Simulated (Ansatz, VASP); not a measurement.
## W: VASP beside Ansatz

Contents of INCAR:

```
ALGO = Normal ; EDIFF = 1E-8
ENCUT = 400 ; GGA = PS
GGA_COMPAT = False ; ISIF = 2
ISMEAR = -1 ; LASPH = True
LCHARG = False ; LEFG = True
LREAL = False ; LWAVE = False
NBANDS = 13 ; NELM = 120
PREC = Accurate ; SIGMA = 0.05
```

The input KPOINTS:

```
k-points
0
Gamma
  14 14 14
```

POSCAR

```
W
1.0
    0.0000000000      1.9894000000      2.0300000000
    1.9894000000      0.0000000000      2.0300000000
    1.9894000000      1.9894000000      0.0000000000
W
1
Direct
    0.0000000000      0.0000000000      0.0000000000
```

Input for Ansatz:

```yaml
crystal:
  lattice:
    - [0.0, 1.9894, 2.03]
    - [1.9894, 0.0, 2.03]
    - [1.9894, 1.9894, 0.0]
  atoms:
    - { symbol: W, position: [0.0, 0.0, 0.0] }
kpoints:
  mp_grid: { grid: [14, 14, 14] }
scf:
  occupations: { method: fermi_dirac, width: 0.05 }
hamiltonian:
  xc: pbesol
  pseudopotentials: { kind: paw }
output:
  forces: true
  stress: true
  eigenvalues: true
  efg: { contact_densities: true }
  write_density: true
  write_potential: true
  elf: true
  volumetric_format: npy
```

Change from the starting cell: equal xx and yy strain of -2 %, PAW files.

Alike in both runs: task electric field gradients; functional PBEsol; k mesh 14 × 14 × 14; occupations fermi-dirac, width 0.05 eV; no spin polarisation.

|  | VASP | Ansatz |
| --- | --- | --- |
| version | VASP 6.6.1 | Ansatz 0.2.0 |
| potentials or method | VASP PAW PBE potentials, release 64 (W_sv) | PAW with Ansatz's default frozen-core files, scalar-relativistic |
| plane-wave cutoff (eV) | 400 | 420 |
| valence electrons in the cell | 14 | 14 |

```csv
,VASP,Ansatz,Ansatz less VASP
pressure (GPa),-1.0,-1.6,-0.62
"traceless stress, the component that is largest in VASP (GPa)",4.05,4.02,-0.035
size of Vzz on the site where it differs most (V/Å²),13.8,12.3,-1.56
```

VASP's potentials were made for PBE, not for PBEsol. The functional is the same, so the differences come from potentials, cutoffs and numerics.

Neither program's run includes spin-orbit coupling.
